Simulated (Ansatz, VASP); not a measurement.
**Lu: VASP beside Ansatz**

```
Lu
1.0
    -2.02569    2.02569    2.02569
     2.02569   -2.02569    2.02569
     2.02569    2.02569   -2.02569
Lu
1
Direct
  0.00000 0.00000 0.00000
```

Alike in both runs: task single point; functional PBE; k mesh 13 × 13 × 13; occupations fermi-dirac, width 0.1 eV; no spin polarisation.

```csv
,VASP,Ansatz
version,VASP 6.6.1,Ansatz 0.2.0
potentials or method,"VASP PAW PBE potentials, release 64 (Lu), cutoff 520 eV","plane waves (420 eV) with PAW, scalar-relativistic"
valence electrons in the cell,25,25
```

Ansatz gave:

| Quantity | Value |
| --- | --- |
| pressure (GPa) | -4.1 |

**Question.** Which values does VASP return?

**Answer.** Pressure (GPa): -4.0.

With one functional, cell and mesh, what is left measures potentials, basis and numerics.

Spin-orbit coupling is off throughout.
